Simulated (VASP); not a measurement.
Wanted: the native input for a VASP 6.6.1 run.

| Quantity | Value |
| --- | --- |
| Task | single point |
| Functional | PBE |
| Potentials or basis | VASP PAW PBE potentials, release 64 (Ti_sv, C) |
| Cutoff | 600 eV |
| k mesh | 8 × 8 × 8 |
| Occupations | fermi-dirac, width 0.1 eV |
| Spin | no spin polarisation |
| Dipole correction | no |
| Further INCAR settings | ALGO = Normal; EDIFF = 1e-06; NBANDS = 15 |

The structure of TiC lies in POSCAR:

```
TiC
1.0
    0.0000000000      2.1666544025      2.1666544025
    2.1666544025      0.0000000000      2.1666544025
    2.1666544025      2.1666544025      0.0000000000
Ti C
1 1
Direct
    0.0000000000      0.0000000000      0.0000000000
    0.5000000000      0.5000000000      0.5000000000
```

These files were run (other wordings do the same):

INCAR

```
SYSTEM = TiC
  PREC = Accurate
  ENCUT = 600
  EDIFF = 1E-6
  ISMEAR = -1
  SIGMA = 0.1
  LREAL = .False.
  LASPH = .True.
  NELM = 120
  ALGO = Normal
  ISIF = 2
  LWAVE = .False.
  LCHARG = .False.
  GGA = PE
  NBANDS = 15
  GGA_COMPAT = .False.
```

KPOINTS

```
regular mesh
0
Gamma
  8 8 8
  0 0 0
```

Potentials or basis: VASP PAW PBE potentials, release 64 (Ti_sv, C).

Run with:

```console
$ cat potpaw_PBE.64/Ti_sv/POTCAR potpaw_PBE.64/C/POTCAR > POTCAR
$ mpirun -np 1 vasp_std > vasp.out
```

Results of the run:

```
Pressure               : 0.0 GPa
Band gap on the k mesh : zero (band 8 reaches 10.09 eV, above the bottom of band 9 at 9.00 eV)
```

Run time: 9.3 s on 1 thread of Intel(R) Xeon(R) Platinum 8488C (Sapphire Rapids), on a shared host, peak memory 0.14 GiB.
